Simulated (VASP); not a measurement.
# C (C2/m) in VASP: a series of runs, part 2 of 2

VASP 6.6.1. The steps go on from the part before.

## (3) Elastic constants, PBEsol

Contents of INCAR:

```
PREC = Accurate
ENCUT = 600
EDIFF = 1E-8
ISMEAR = 0
SIGMA = 0.01
LREAL = F
LASPH = T
NELM = 100
ALGO = Normal
ISIF = 3
LWAVE = F
LCHARG = F
GGA = PS
NBANDS = 11
IBRION = 6
NFREE = 2
POTIM = 0.015
NSW = 1
```

Contents of KPOINTS:

```
regular mesh
0
Gamma
  10 10 6
```

Contents of POSCAR:

```
C
1.0
    2.1294163077     -1.2294270350     -0.0096825278
    2.1294163077      1.2294270350     -0.0096825278
   -1.3963715765      0.0000000000      3.6516720855
C
2
Direct
    0.8333465325      0.8333465325      0.0000398525
    0.1666534675      0.1666534675      0.9999601475
```

Potentials or basis: VASP PAW PBE potentials, release 64 (C).

The run is started by

```console
$ cat potpaw_PBE.64/C/POTCAR > POTCAR
$ mpirun -np 1 vasp_std > vasp.out
```

OUTCAR:

```text
PREC = Accurate
   ENCUT = 600
   EDIFF = 1E-8
   ISMEAR = 0
   LREAL = F
   LASPH = T
   NELM = 100
   ISIF = 3
   GGA = PS
   IBRION = 6
   NFREE = 2
   POTIM = 0.015
   NSW = 1

 ion  position               nearest neighbor table
   1  0.833  0.833  0.000-   2 1.42   2 1.42   2 1.42
   2  0.167  0.167  1.000-   1 1.42   1 1.42   1 1.42

  LATTYP: Found a base centered monoclinic cell.
 ALAT       =     4.2588766420
 B/A-ratio  =     0.5773480372
 C/A-ratio  =     0.9179762528
 COS(beta)  =    -0.3614129774

  Lattice vectors:

 A1 = (   2.1294163077,  -1.2294270350,  -0.0096825278)
 A2 = (   2.1294163077,   1.2294270350,  -0.0096825278)
 A3 = (  -1.3963715765,   0.0000000000,   3.6516720855)

Analysis of symmetry for initial positions (statically):
=====================================================================
 Subroutine PRICEL returns:
 Original cell was already a primitive cell.

 Routine SETGRP: Setting up the symmetry group for a
 base centered monoclinic supercell.

 Subroutine GETGRP returns: Found  4 space group operations
 (whereof  4 operations were pure point group operations)
 out of a pool of  4 trial point group operations.

The static configuration has the point symmetry C_2h.

Analysis of symmetry for dynamics (positions and initial velocities):
=====================================================================
 Subroutine PRICEL returns:
 Original cell was already a primitive cell.

 Routine SETGRP: Setting up the symmetry group for a
 base centered monoclinic supercell.

 Subroutine GETGRP returns: Found  4 space group operations
 (whereof  4 operations were pure point group operations)
 out of a pool of  4 trial point group operations.

The dynamic configuration has the point symmetry C_2h.

 Subroutine INISYM returns: Found  4 space group operations
 (whereof  4 operations are pure point group operations),
 and found     1 'primitive' translations

----------------------------------------------------------------------------------------

                                     Primitive cell

  volume of cell :      19.0866

  direct lattice vectors                    reciprocal lattice vectors
     2.129416308 -1.229427035 -0.009682528     0.235215109 -0.406693513  0.089944465
     2.129416308  1.229427035 -0.009682528     0.235215109  0.406693513  0.089944465
    -1.396371576  0.000000000  3.651672085     0.001247361  0.000000000  0.274324133

  length of vectors
     2.458861199  2.458861199  3.909547621     0.478346912  0.478346912  0.274326969

  position of ions in fractional coordinates (direct lattice)
     0.833346533  0.833346533  0.000039853
     0.166653467  0.166653467  0.999960147

  ion indices of the primitive-cell ions
   primitive index   ion index
                 1           1
                 2           2

[... 557 lines left out ...]
      1     -12.4422      2.00000
      2      -5.8505      2.00000
      3      -2.5575      2.00000
      4      -0.0799      2.00000
      5       8.1712      0.00000
      6      12.6100      0.00000
      7      13.2425      0.00000
      8      19.1770      0.00000
      9      19.8264      0.00000
     10      23.2501      0.00000
     11      26.3381      0.00000

 [... further k-points ...]

[... ionic steps 4 to 16 ...]

--------------------------------------- Ionic step       17  -------------------------------------------

 number of electron       8.0000000 magnetization

------------------------ aborting loop because EDIFF is reached ----------------------------------------
[... 67 lines left out ...]
--------------------------------------- Ionic step       19  -------------------------------------------

 number of electron       8.0000000 magnetization

 Free energy of the ion-electron system (eV)
  ---------------------------------------------------
  ext. energy  EPLUGINS =         0.00000000
  ---------------------------------------------------
  free energy    TOTEN  =       -19.29674205 eV

  energy without entropy =      -19.29674205  energy(sigma->0) =      -19.29674205

 E-fermi :   3.3751     XC(G=0):  -9.9739

 val. band max:        3.2474437613   @ k =  -0.3000   0.3000   0.0000
 cond. band min:       4.7839613404   @ k =  -0.3000   0.4000   0.3333
 fundamental gap:      1.5365175791
 Fermi energy:         3.3750666028

 k-point     1 :       0.0000    0.0000    0.0000
  band No.  band energies     occupation
      1     -15.6676      2.00000
      2      -3.0753      2.00000
      3       0.9654      2.00000
      4       0.9673      2.00000
      5       7.4318      0.00000
      6      12.3157      0.00000
      7      12.3187      0.00000
      8      15.4641      0.00000
      9      16.8140      0.00000
     10      26.3865      0.00000
     11      26.4364      0.00000
[... 351 lines left out ...]
  FREE ENERGIE OF THE ION-ELECTRON SYSTEM (eV)
  ---------------------------------------------------
  free  energy   TOTEN  =       -19.2967420543 eV

  energy  without entropy=      -19.2967420543  energy(sigma->0) =      -19.29674205

 INTERNAL STRAIN TENSORS FROM STRAINED CELLS
 ============================================

 INTERNAL STRAIN TENSOR FOR ION    1 for displacements in x,y,z  (eV/Angst):
          X           Y           Z          XY          YZ          ZX
  --------------------------------------------------------------------------------
  x    13.51060   -13.46807    -0.00042     0.00005     0.00035    -0.10102
  y     0.00000     0.00000     0.00000   -13.42478     0.02382     0.00000
  z    -0.04136     0.08178    -0.05513    -0.00000     0.00004    -0.00102

 INTERNAL STRAIN TENSORS FROM DISPLACED ATOMS
 ============================================

 INTERNAL STRAIN TENSOR FOR ION    1 for displacements in x,y,z  (eV/Angst):
          X           Y           Z          XY          YZ          ZX
  --------------------------------------------------------------------------------
  x    13.45166   -13.41778    -0.00109     0.00000     0.00000    -0.09955
  y     0.00000     0.00000     0.00000   -13.43549     0.02262     0.00000
  z    -0.04100     0.08141    -0.05634     0.00000     0.00000    -0.00128

 INTERNAL STRAIN TENSOR FOR ION    2 for displacements in x,y,z  (eV/Angst):
          X           Y           Z          XY          YZ          ZX
  --------------------------------------------------------------------------------
  x   -13.45166    13.41778     0.00109     0.00000     0.00000     0.09955
  y     0.00000     0.00000     0.00000    13.43549    -0.02262     0.00000
  z     0.04100    -0.08141     0.05634     0.00000     0.00000     0.00128

 Eigenvectors and eigenvalues of the dynamical matrix
 ----------------------------------------------------

   1 f  =   47.637261 THz   299.313736 2PiTHz 1589.007976 cm-1   197.011791 meV
             X         Y         Z           dx          dy          dz
      3.549028  0.000000 -0.015992    -0.707099   -0.000000    0.003224
     -0.686567  0.000000  3.648299     0.707099    0.000000   -0.003224
[... 16 lines left out ...]
   5 f  =    0.000000 THz     0.000001 2PiTHz    0.000004 cm-1     0.000001 meV
             X         Y         Z           dx          dy          dz
      3.549028  0.000000 -0.015992     0.045464   -0.703078    0.060125
     -0.686567  0.000000  3.648299     0.045464   -0.703078    0.060125

   6 f/i=    0.000000 THz     0.000003 2PiTHz    0.000015 cm-1     0.000002 meV
             X         Y         Z           dx          dy          dz
      3.549028  0.000000 -0.015992    -0.705498   -0.044063    0.018212
     -0.686567  0.000000  3.648299    -0.705498   -0.044063    0.018212

--------------------------------------------------------------------------------------------------------

 ELASTIC MODULI CONTR FROM IONIC RELAXATION (kBar)
 Direction    XX          YY          ZZ          XY          YZ          ZX
 --------------------------------------------------------------------------------
 XX        -272.3942    271.7078      0.0227     -0.0000      0.0000      2.0160
 YY         271.7078   -271.0313     -0.0112      0.0000     -0.0000     -2.0106
 ZZ           0.0227     -0.0112     -0.0159     -0.0000      0.0000     -0.0006
 XY          -0.0000      0.0000     -0.0000   -271.7421      0.4574      0.0000
 YZ           0.0000     -0.0000      0.0000      0.4574     -0.0008     -0.0000
 ZX           2.0160     -2.0106     -0.0006      0.0000     -0.0000     -0.0149
 --------------------------------------------------------------------------------

 TOTAL ELASTIC MODULI (kBar)
 Direction    XX          YY          ZZ          XY          YZ          ZX
 --------------------------------------------------------------------------------
 XX        9815.9456   1782.0126    -20.4750     -0.0000      0.0000    -52.2168
 YY        1782.0126   9813.4430    -21.3678      0.0000     -0.0000     -0.5046
 ZZ         -20.4750    -21.3678     72.9290     -0.0000      0.0000     -0.0561
 XY          -0.0000      0.0000     -0.0000   4013.4687    -10.5557      0.0000
 YZ           0.0000     -0.0000      0.0000    -10.5557      7.4081     -0.0000
 ZX         -52.2168     -0.5046     -0.0561      0.0000     -0.0000     13.5156
 --------------------------------------------------------------------------------
```

Wall time 9.2 min (1 thread of AMD EPYC 7R43 (Zen 3), shared host); peak memory 0.21 GiB.

What came out:

| Property | Result |
| --- | --- |
| Voigt bulk modulus | 258 GPa |
| Highest phonon frequency at Γ | 1589 cm⁻¹ |

Phonon frequencies in cm⁻¹ (negative: imaginary):
```csv
q point,frequencies
"(0.000, 0.000, 0.000)",0 0 0 871 1589 1589
```

Elastic tensor in Voigt notation (GPa, in the Cartesian axes of the cell as first typed):
```
982 178  -2   0  -5   0
178 981  -2   0   0   0
 -2  -2   7   0   0   0
  0   0   0   1   0  -1
 -5   0   0   0   1   0
  0   0   0  -1   0 401
```

Clamped-ion elastic tensor (GPa):
```
1009  151   -2    0   -5    0
 151 1008   -2    0    0    0
  -2   -2    7    0    0    0
   0    0    0    1    0   -1
  -5    0    0    0    1    0
   0    0    0   -1    0  429
```

Caveat: the PAW data sets were made with another functional, which shifts forces and pressure a little; this functional lacks dispersion, which binds the layers, so the pressure and a relaxed spacing across them are unreliable.
